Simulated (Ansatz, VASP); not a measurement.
**BeIr2 in VASP and in Ansatz**

```
CELL_PARAMETERS angstrom
5.39899 0.00000 0.00000
0.00000 3.89642 0.00000
0.00000 0.00000 3.78622
ATOMIC_POSITIONS crystal
Be 0.00000 0.00000 0.00000
Be 0.50000 0.50000 0.50000
Ir 0.24589 0.49979 0.00000
Ir 0.75411 0.50021 0.00000
Ir 0.74589 0.00021 0.50000
Ir 0.25411 0.99979 0.50000
```

Alike in both runs: functional PBE; k mesh 4 × 4 × 6; occupations gaussian, width 0.1 eV; no spin polarisation.

Ansatz relaxed the structure, and its values are those at the end. VASP's run is a single point on that final structure, the one shown.

|  | VASP | Ansatz |
| --- | --- | --- |
| version | VASP 6.6.1 | Ansatz 0.2.0 |
| potentials or method | VASP PAW PBE potentials, release 64 (Be, Ir), cutoff 520 eV | scalar-relativistic, plane waves, PAW |
| valence electrons in the cell | 40 | 72 |

|  | VASP | Ansatz | Ansatz less VASP |
| --- | --- | --- | --- |
| gap on the k mesh at the Fermi level (eV) | none | none | - |
| pressure (GPa) | 0.5 | 0.1 | -0.41 |
| rms of the force components (eV/Å) | 0.002 | 0.004 | +0.0018 |

A gap of «none» marks a metal or a gap that the smearing closes. The functional is the same, so the differences come from potentials, cutoffs and numerics. VASP's potentials hold 40 valence electrons a cell and Ansatz's 72, so a difference there can come from the potentials and not from the codes.

The k mesh is coarse, so the values compare programs but aren't converged. Spin-orbit coupling is off throughout.
